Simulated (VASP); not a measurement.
# HfN (Immm) in VASP: a series of runs

Runs on HfN. Level: PBE. Tasks: single point.

All numbers are computed with VASP 6.6.1; they aren't measurements. Logs are shortened: lines on timing, memory, paths and dates and some standing lists are left out, and cuts for length are marked.

### 1 The cell of the first run

The structure is orthorhombic, space group Immm (No. 71). Conventional cell: a = 3.099 Å, b = 3.291 Å, c = 4.518 Å, α = 90.00°, β = 90.00°, γ = 90.00°. Hf (site symmetry mmm) has 6 N at 2.26 Å and 12 Hf at 3.10 to 3.29 Å within 3.3 Å. N (site symmetry mmm) has 6 Hf at 2.26 Å and 12 N at 3.10 to 3.29 Å within 3.3 Å.

### 2 Single point, PBE (strain -0.0600 x Voigt [0, 0, 0, 1, 0, 0])

INCAR reads:

```
SYSTEM = HfN
  PREC = Accurate
  ENCUT = 520
  EDIFF = 1E-6
  ISMEAR = 0
  SIGMA = 0.15
  LREAL = .FALSE.
  LASPH = .TRUE.
  NELM = 100
  ALGO = Normal
  ISIF = 2
  LWAVE = .FALSE.
  LCHARG = .FALSE.
  GGA = PE
  NBANDS = 14
```

KPOINTS reads:

```
regular mesh
0
G
  18 18 18
  0 0 0
```

POSCAR reads:

```
HfN
1.0
    0.0000000000      2.1912300000      2.1912300000
    2.2590000000     -0.0677700000      2.2590000000
    2.2590000000      2.2590000000     -0.0677700000
Hf N
1 1
Direct
    0.0000000000      0.0000000000      0.0000000000
    0.5000000000      0.5000000000      0.5000000000
```

Potentials or basis: VASP PAW PBE potentials, release 64 (Hf_pv, N).

Started as:

```console
$ cat potpaw_PBE.64/Hf_pv/POTCAR potpaw_PBE.64/N/POTCAR > POTCAR
$ mpirun -np 1 vasp_std > vasp.out
```

OUTCAR:

```text
SYSTEM = HfN
   PREC = Accurate
   ENCUT = 520
   EDIFF = 1E-6
   ISMEAR = 0
   LREAL = .FALSE.
   LASPH = .TRUE.
   NELM = 100
   ISIF = 2
   GGA = PE

 ion  position               nearest neighbor table
   1  0.000  0.000  0.000-   2 2.26   2 2.26   2 2.26   2 2.26   2 2.26   2 2.26
   2  0.500  0.500  0.500-   1 2.26   1 2.26   1 2.26   1 2.26   1 2.26   1 2.26

  LATTYP: Found a body centered orthorhombic cell.
 ALAT       =     3.0988671843
 B/A-ratio  =     1.0618556701
 C/A-ratio  =     1.4579521262

  Lattice vectors:

 A1 = (  -2.2590000000,   0.0677700000,  -2.2590000000)
 A2 = (  -2.2590000000,  -0.0677700000,   2.2590000000)
 A3 = (   2.2590000000,   2.2590000000,  -0.0677700000)

Analysis of symmetry for initial positions (statically):
=====================================================================
 Subroutine PRICEL returns:
 Original cell was already a primitive cell.

 Routine SETGRP: Setting up the symmetry group for a
 body centered orthorhombic supercell.

 Subroutine GETGRP returns: Found  8 space group operations
 (whereof  8 operations were pure point group operations)
 out of a pool of  8 trial point group operations.

The static configuration has the point symmetry D_2h.

Analysis of symmetry for dynamics (positions and initial velocities):
=====================================================================
 Subroutine PRICEL returns:
 Original cell was already a primitive cell.

 Routine SETGRP: Setting up the symmetry group for a
 body centered orthorhombic supercell.

 Subroutine GETGRP returns: Found  8 space group operations
 (whereof  8 operations were pure point group operations)
 out of a pool of  8 trial point group operations.

The dynamic configuration has the point symmetry D_2h.

 Subroutine INISYM returns: Found  8 space group operations
 (whereof  8 operations are pure point group operations),
 and found     1 'primitive' translations

----------------------------------------------------------------------------------------

                                     Primitive cell

  volume of cell :      23.0350

  direct lattice vectors                    reciprocal lattice vectors
     0.000000000  2.191230000  2.191230000    -0.221336875  0.228182345  0.228182345
     2.259000000 -0.067770000  2.259000000     0.221336875 -0.214890170  0.214890170
     2.259000000  2.259000000 -0.067770000     0.221336875  0.214890170 -0.214890170

  length of vectors
     3.098867184  3.195427166  3.195427166     0.391311100  0.375959549  0.375959549

  position of ions in fractional coordinates (direct lattice)
     0.000000000  0.000000000  0.000000000
     0.500000000  0.500000000  0.500000000

  ion indices of the primitive-cell ions
   primitive index   ion index
                 1           1
                 2           2

----------------------------------------------------------------------------------------

 KPOINTS: regular mesh

Automatic generation of k-mesh.
 Grid dimensions read from file:
 generate k-points for:   18   18   18

 Generating k-lattice:

  Cartesian coordinates                     Fractional coordinates (reciprocal lattice)
    -0.012296493  0.012676797  0.012676797     0.055555556 -0.000000000 -0.000000000
     0.012296493 -0.011938343  0.011938343     0.000000000  0.055555556  0.000000000
     0.012296493  0.011938343 -0.011938343     0.000000000  0.000000000  0.055555556

  Length of vectors
     0.021739506  0.020886642  0.020886642

  Shift w.r.t. Gamma in fractional coordinates (k-lattice)
     0.000000000  0.000000000  0.000000000

 Subroutine IBZKPT returns following result:
 ===========================================

 Found    865 irreducible k-points:

 Following reciprocal coordinates:
            Coordinates               Weight
  0.000000  0.000000  0.000000      1.000000
  0.055556  0.000000 -0.000000      4.000000
  0.111111  0.000000 -0.000000      4.000000
  0.166667  0.000000  0.000000      4.000000
  0.222222  0.000000  0.000000      4.000000
  0.277778  0.000000  0.000000      4.000000
[... 16 lines left out ...]
 -0.333333  0.055556 -0.000000      8.000000
 -0.277778  0.055556 -0.000000      8.000000
 [... further k-points ...]
   k-points           NKPTS =    865   k-points in BZ     NKDIM =    865   number of bands    NBANDS=     14
   number of dos      NEDOS =    301   number of ions     NIONS =      2
   total plane-waves  NPLWV =  13824
   dimension x,y,z NGX =    24 NGY =   24 NGZ =   24
   dimension x,y,z NGXF=    48 NGYF=   48 NGZF=   48
   ions per type =               1   1
   NGX,Y,Z   is equivalent  to a cutoff of  12.88, 12.49, 12.49 a.u.
   NGXF,Y,Z  is equivalent  to a cutoff of  25.75, 24.97, 24.97 a.u.
 SYSTEM =  HfN
   PREC   = accura    normal or accurate (medium, high low for compatibility)
   ISTART =      0    job   : 0-new  1-cont  2-samecut
   ICHARG =      2    charge: 1-file 2-atom 10-const
   ISPIN  =      1    spin polarized calculation?
   LNONCOLLINEAR =      F non collinear calculations
   LSORBIT =      F    spin-orbit coupling
   LASPH  =      T    aspherical Exc in radial PAW
   ENCUT  =  520.0 eV  38.22 Ry    6.18 a.u.   5.76  5.94  5.94*2*pi/ulx,y,z
   NELM   =    100;   NELMIN=  2; NELMDL= -5     # of ELM steps
   EDIFF  = 0.1E-05   stopping-criterion for ELM
   LREAL  =      F    real-space projection
   EDIFFG = 0.1E-04   stopping-criterion for IOM
   NSW    =      0    number of steps for IOM
   IBRION =     -1    ionic relax: 0-MD 1-quasi-New 2-CG
   NFREE  =      0    steps in history (QN), initial steepest desc. (CG)
   ISIF   =      2    stress and relaxation
   ISYM   =      2    0-nonsym 1-usesym 2-fastsym
   POTIM  = 0.5000    time-step for ionic-motion
   TEBEG  =    0.0;   TEEND  =   0.0 temperature during run
   PSTRESS=    0.0 pullay stress
   NELECT =      15.0000    total number of electrons
   NUPDOWN=      -1.0000    fix difference up-down
   EMIN   =  10.00;   EMAX   =-10.00  energy-range for DOS
   EFERMI =   0.00;   METHOD = LEGACY
   ISMEAR =     0;   SIGMA  =   0.15  broadening in eV -4-tet -1-fermi 0-gaus
   EFERMI_NEDOS =   21; number of points for ismear=-14 and -15
   IALGO  =     38    algorithm
   IMIX   =      4    mixing-type and parameters
     AMIX     =   0.40;   BMIX     =  1.00
     AMIX_MAG =   1.60;   BMIX_MAG =  1.00
  volume/ion in A,a.u.               =      11.52        77.72
  Fermi-wavevector in a.u.,A,eV,Ry     =   1.418979  2.681482 27.395358  2.013502
  Thomas-Fermi vector in A             =   2.540048
   LORBIT       =      0    0 simple, 1 ext, 2 COOP (PROOUT), +10 PAW based schemes
   GGA     = PE    functional components
   LHFCALC =     F    Hartree Fock is set to
   AEXX    =    0.0000 exact exchange contribution
   IVDW    =     0    specifies the selected vdW correction
   LEPSILON=     F    determine dielectric tensor
   LRPA    =     F    only Hartree local field effects (RPA)
 non-spin polarized calculation
 Gauss-broadening in eV      SIGMA  =   0.15
  energy-cutoff  :      520.00
  volume of cell :       23.03
 maximum number of plane-waves:       640
   NGX = 11   NGY = 11   NGZ = 11

 number of electron      15.0000001 magnetization

 Free energy of the ion-electron system (eV)
  ---------------------------------------------------
  ext. energy  EPLUGINS =         0.00000000
  ---------------------------------------------------
  free energy    TOTEN  =       -21.72546187 eV

  energy without entropy =      -21.71851540  energy(sigma->0) =      -21.72198864

 E-fermi :   8.3680     XC(G=0): -12.7377

 val. band max:        8.3532594044   @ k =  -0.4444   0.3333   0.1667
 cond. band min:       8.3719397924   @ k =  -0.2222   0.5000   0.0556
 fundamental gap:      0.0186803880
 Fermi energy:         8.3679776257

 k-point     1 :       0.0000    0.0000    0.0000
  band No.  band energies     occupation
      1     -22.7963      2.00000
      2     -22.7661      2.00000
      3     -22.7187      2.00000
      4      -9.1172      2.00000
      5       5.2283      2.00000
      6       5.3602      2.00000
      7       5.5506      2.00000
      8       7.5906      2.00000
      9       7.8808      2.00000
     10       8.5330      0.11982
     11      10.2723      0.00000
     12      10.4098      0.00000
     13      10.4532      0.00000
     14      17.9958      0.00000

 k-point     2 :       0.0556    0.0000   -0.0000
  band No.  band energies     occupation
      1     -22.7987      2.00000
      2     -22.7827      2.00000
      3     -22.7400      2.00000
      4      -9.0437      2.00000
      5       5.0236      2.00000
      6       5.1236      2.00000
      7       5.2915      2.00000
      8       7.7073      2.00000
      9       7.9671      1.99984
     10       8.5797      0.04590
     11      10.5142      0.00000
     12      10.6617      0.00000
     13      10.7172      0.00000
     14      18.2754      0.00000

 k-point     3 :       0.1111    0.0000   -0.0000
  band No.  band energies     occupation
      1     -22.8668      2.00000
      2     -22.8057      2.00000
      3     -22.7635      2.00000
      4      -8.8308      2.00000
      5       4.4200      2.00000
      6       4.5328      2.00000
      7       4.7908      2.00000
      8       8.0139      1.99916
      9       8.1840      1.91713
     10       8.7142      0.00110
     11      11.1443      0.00000
     12      11.3308      0.00000
     13      11.3955      0.00000
     14      19.0565      0.00000

 k-point     4 :       0.1667    0.0000    0.0000
  band No.  band energies     occupation
      1     -23.0088      2.00000
      2     -22.8163      2.00000
      3     -22.7824      2.00000
      4      -8.5000      2.00000
      5       3.4950      2.00000
      6       3.9414      2.00000
      7       4.2278      2.00000
      8       8.4396      0.49950
      9       8.4658      0.35623
     10       9.0250      0.00000
     11      11.9761      0.00000
     12      12.2552      0.00000
     13      12.2997      0.00000
     14      20.1761      0.00000

 k-point     5 :       0.2222    0.0000    0.0000
  band No.  band energies     occupation
      1     -23.1794      2.00000
      2     -22.8293      2.00000
      3     -22.8032      2.00000
      4      -8.0833      2.00000
      5       2.5298      2.00000
      6       3.3594      2.00000
      7       3.6761      2.00000
      8       8.7221      0.00084
      9       9.0453      0.00000
     10       9.5643      0.00000
     11      12.8374      0.00000
[... 276 lines left out ...]
 k-point    22 :      -0.3889    0.0556   -0.0000
  band No.  band energies     occupation
      1     -23.6605      2.00000
      2     -22.8962      2.00000
      3     -22.8603      2.00000
      4      -6.6589      2.00000
      5       0.0201      2.00000
      6       2.1162      2.00000
      7       2.4173      2.00000
      8      10.4656      0.00000
      9      11.6005      0.00000
     10      11.7711      0.00000
     11      13.9273      0.00000
     12      16.2087      0.00000
     13      16.9188      0.00000
     14      20.4614      0.00000

 k-point    23 :      -0.3333    0.0556   -0.0000
  band No.  band energies     occupation
      1     -23.5491      2.00000
      2     -22.8900      2.00000
      3     -22.8424      2.00000
      4      -7.0190      2.00000
      5       0.5725      2.00000
      6       2.3869      2.00000
      7       2.6678      2.00000
      8       9.7402      0.00000
      9      10.8126      0.00000
     10      11.3805      0.00000
     11      13.9393      0.00000
     12      15.3352      0.00000
     13      16.1823      0.00000
     14      20.5582      0.00000

 k-point    24 :      -0.2778    0.0556   -0.0000
  band No.  band energies     occupation
      1     -23.4020      2.00000
      2     -22.8781      2.00000
      3     -22.8218      2.00000
      4      -7.4536      2.00000
      5       1.2875      2.00000
      6       2.7551      2.00000
      7       3.0444      2.00000
      8       9.1462      0.00000
      9      10.0171      0.00000
     10      10.7708      0.00000
     11      13.4486      0.00000
     12      14.5101      0.00000
     13      15.2491      0.00000
     14      20.5923      0.00000

 [... further k-points ...]

------------------------ aborting loop because EDIFF is reached ----------------------------------------

  FORCE on cell =-STRESS in cart. coord.  units (eV):
  Direction    XX          YY          ZZ          XY          YZ          ZX
  --------------------------------------------------------------------------------------
  -------------------------------------------------------------------------------------
  Total        0.4166308      0.5177321      0.5177321      0.0000000      1.0766375      0.0000000
  in kB       28.9783940     36.0104097     36.0104097      0.0000000     74.8845870      0.0000000
  external PRESSURE =      33.6664045 kB  Pullay stress =       0.0000000 kB

 VOLUME and BASIS-vectors are now :
 -----------------------------------------------------------------------------
  energy-cutoff  :      520.00
  volume of cell :       23.03
      direct lattice vectors                 reciprocal lattice vectors
     0.000000000  2.191230000  2.191230000    -0.221336875  0.228182345  0.228182345
     2.259000000 -0.067770000  2.259000000     0.221336875 -0.214890170  0.214890170
     2.259000000  2.259000000 -0.067770000     0.221336875  0.214890170 -0.214890170

 POSITION                                       TOTAL-FORCE (eV/Angst)
 -----------------------------------------------------------------------------------
      0.00000      0.00000      0.00000        -0.000000     -0.000000     -0.000000
      2.25900      2.19123      2.19123         0.000000      0.000000      0.000000
 -----------------------------------------------------------------------------------
    total drift:                                0.000000     -0.000000     -0.000000

  FREE ENERGIE OF THE ION-ELECTRON SYSTEM (eV)
  ---------------------------------------------------
  free  energy   TOTEN  =       -21.7254618689 eV

  energy  without entropy=      -21.7185154014  energy(sigma->0) =      -21.72198864
```

It took 2.7 min on 1 thread of Intel Xeon Platinum 8375C at 2.90GHz (Ice Lake), shared host; peak memory 0.39 GiB.

Results:

```yaml
Free_energy: -21.7255 eV
Pressure: 3.4 GPa
Band_gap_on_the_k_mesh: zero (an odd number of electrons rules out a gap without spin polarisation)
```

Stress tensor (GPa, compression positive):
```
2.90 0.00 0.00
0.00 3.60 7.49
0.00 7.49 3.60
```

Levels at points of the mesh, in eV from the Fermi level:
| k point | band 4 | band 5 | band 6 | band 7 | band 8 | band 9 | band 10 | band 11 |
| --- | --- | --- | --- | --- | --- | --- | --- | --- |
| (0.00, 0.00, 0.00) | -17.49 | -3.14 | -3.01 | -2.82 | -0.78 | -0.49 | 0.17 | 1.90 |
| (0.50, 0.00, 0.00) | -14.71 | -8.82 | -6.51 | -6.12 | 3.13 | 3.57 | 4.39 | 4.55 |
| (0.00, 0.50, 0.00) | -14.81 | -8.90 | -6.19 | -5.75 | 2.64 | 3.72 | 3.93 | 4.57 |
| (0.50, 0.50, 0.00) | -16.38 | -5.40 | -3.79 | -3.67 | -3.66 | 4.02 | 5.26 | 5.52 |
| (0.00, 0.50, 0.50) | -16.39 | -5.39 | -3.88 | -3.80 | -3.42 | 4.16 | 5.54 | 5.58 |

Caveat: the cell differs from its parent crystal (strain -0.0600 x Voigt [0, 0, 0, 1, 0, 0]); the cell stands under pressure; spin-orbit coupling is left out, which moves the levels of the heavy elements.

### 3 Single point, PBE (strain +0.0525 x Voigt [0, 0, 0, 1, 0, 0])

INCAR reads:

```
PREC = Accurate
ENCUT = 520
EDIFF = 1E-6
ISMEAR = 0
SIGMA = 0.15
LREAL = False
LASPH = True
NELM = 100
ALGO = Normal
ISIF = 2
LWAVE = False
LCHARG = True
GGA = PE
LELF = True
LVHAR = True
NBANDS = 14
```

KPOINTS reads:

```
Automatic mesh
0
Gamma
  18 18 18
```

POSCAR reads:

```
HfN
1.0
    0.0000000000      2.3182987500      2.3182987500
    2.2590000000      0.0592987500      2.2590000000
    2.2590000000      2.2590000000      0.0592987500
Hf N
1 1
Direct
    0.0000000000      0.0000000000      0.0000000000
    0.5000000000      0.5000000000      0.5000000000
```

Potentials or basis: VASP PAW PBE potentials, release 64 (Hf_pv, N).

Started as:

```console
$ cat potpaw_PBE.64/Hf_pv/POTCAR potpaw_PBE.64/N/POTCAR > POTCAR
$ mpirun -np 1 vasp_std > vasp.out
```

Wall time 2.6 min (1 thread of Intel Xeon Platinum 8375C at 2.90GHz (Ice Lake), shared host); peak memory 0.39 GiB.

It converged, with:

```yaml
Free_energy: -21.7331 eV
Pressure: 3.3 GPa
Band_gap_on_the_k_mesh: zero (an odd number of electrons rules out a gap without spin polarisation)
```

Stress tensor (GPa, compression positive):
```
 2.95  0.00  0.00
 0.00  3.46 -6.49
 0.00 -6.49  3.46
```

Levels at points of the mesh, in eV from the Fermi level:
```csv
k point,band 5,band 6,band 7,band 8,band 9,band 10,band 11,band 12
"(0.00, 0.00, 0.00)",-3.13,-3.01,-2.85,-0.73,-0.46,0.10,1.89,2.03
"(0.50, 0.00, 0.00)",-8.90,-6.19,-5.81,2.75,3.69,3.90,4.55,8.64
"(0.00, 0.50, 0.00)",-8.83,-6.48,-6.13,3.16,3.58,4.39,4.43,8.92
"(0.50, 0.50, 0.00)",-5.40,-3.79,-3.67,-3.67,4.04,5.29,5.52,5.80
"(0.00, 0.50, 0.50)",-5.39,-3.86,-3.80,-3.46,4.15,5.54,5.57,5.63
```

Caveat: the cell differs from its parent crystal (strain +0.0525 x Voigt [0, 0, 0, 1, 0, 0]); the cell stands under pressure; spin-orbit coupling is left out, which moves the levels of the heavy elements.

(Part 1 of 2 ends here.)
